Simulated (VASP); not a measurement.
Wanted: the native input for a VASP 6.6.1 run.

| Quantity | Value |
| --- | --- |
| Task | single point |
| Functional | PBE |
| Potentials or basis | VASP PAW PBE potentials, release 64 (Zn, O) |
| Cutoff | 600 eV |
| k mesh | 8 × 8 × 5 |
| Occupations | gaussian, width 0.01 eV |
| Spin | no spin polarisation |
| Dipole correction | no |
| Further INCAR settings | ALGO = Normal; EDIFF = 1e-06; NBANDS = 26 |

The structure of ZnO lies in POSCAR:

```
ZnO
1.0
    3.3509995100      0.0000000000      0.0000000000
   -1.6754997600      2.9020507100      0.0000000000
    0.0000000000      0.0000000000      5.2260000000
Zn O
2 2
Direct
    0.3333333300      0.6666666700      0.0000000000
    0.6666666700      0.3333333300      0.5000000000
    0.3333333300      0.6666666700      0.3750000000
    0.6666666700      0.3333333300      0.8750000000
```

The input as run:

INCAR

```
SYSTEM = ZnO
PREC = Accurate
ENCUT = 600
EDIFF = 1E-6
ISMEAR = 0
SIGMA = 0.01
LREAL = .False.
LASPH = .True.
NELM = 120
ALGO = Normal
ISIF = 2
LWAVE = .False.
LCHARG = .False.
GGA = PE
NBANDS = 26
GGA_COMPAT = .False.
```

KPOINTS

```
Automatic mesh
0
Gamma
  8 8 5
  0 0 0
```

Potentials or basis: VASP PAW PBE potentials, release 64 (Zn, O).

Command:

```console
$ cat potpaw_PBE.64/Zn/POTCAR potpaw_PBE.64/O/POTCAR > POTCAR
$ mpirun -np 1 vasp_std > vasp.out
```

Results of the run:

```yaml
Pressure: -2.6 GPa
Largest_force: 0.410 eV/Å
Band_gap_on_the_k_mesh: 0.71 eV
```

Caveat: the stress differs along the axes, from -5 to 3 GPa; semilocal functionals underestimate gaps, and a narrow one can read as zero.

Wall time 56 s on 1 thread of Intel(R) Xeon(R) Platinum 8375C CPU @ 2.90GHz (Ice Lake), on a shared host, peak memory 0.19 GiB.
